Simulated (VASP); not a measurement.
TaN (TaN (P-62m)):

```
CELL_PARAMETERS angstrom
5.20850 0.00000 0.00000
-2.60425 4.51069 0.00000
0.00000 0.00000 2.91475
ATOMIC_POSITIONS crystal
Ta 0.00000 0.00000 0.00000
Ta 0.33333 0.66667 0.50000
Ta 0.66667 0.33333 0.50000
N 0.39239 0.00000 0.00000
N 0.60761 0.60761 0.00000
N 0.00000 0.39239 0.00000
```

| Item | Value |
| --- | --- |
| Program | VASP 6.6.1 |
| Task | relaxation of cell and atoms |
| Functional | PBEsol |
| Potentials or basis | VASP PAW PBE potentials, release 64 (Ta_pv, N) |
| Cutoff | 600 eV |
| k mesh | 9 × 9 × 13 |
| Occupations | fermi-dirac, width 1 eV |
| Spin | no spin polarisation |

At the start: pressure 4.6 GPa; volume 11.41 Å³/atom.

Where does the relaxation end?

Over 9 steps the energy falls by 2.8 meV/atom and the volume is 11.58 Å³/atom (+1.5 %); space group P-62m (No. 189, to 0.05 Å).

The path:
```csv
step,energy change (eV),largest force (eV/Å),pressure (GPa),volume (Å³)
1,0.0000,0.1702,4.63,68.48
2,0.0486,0.1247,-8.76,71.80
3,-0.0160,0.0655,-0.14,69.56
4,-0.0160,0.0674,-0.05,69.54
5,-0.0165,0.0303,0.01,69.51
6,-0.0166,0.0051,0.05,69.48
7,-0.0166,0.0068,0.06,69.48
8,-0.0166,0.0049,-0.13,69.52
9,-0.0167,0.0012,-0.03,69.50
```

Final structure:
```
CELL_PARAMETERS angstrom
5.22958 0.00000 0.00000
-2.61479 4.52895 0.00000
0.00000 0.00000 2.93450
ATOMIC_POSITIONS crystal
Ta 0.00000 0.00000 0.00000
Ta 0.33333 0.66667 0.50000
Ta 0.66667 0.33333 0.50000
N 0.39384 0.00000 0.00000
N 0.60616 0.60616 0.00000
N 0.00000 0.39384 0.00000
```

Caveat: the PAW data sets were made with another functional, which shifts forces and pressure a little.
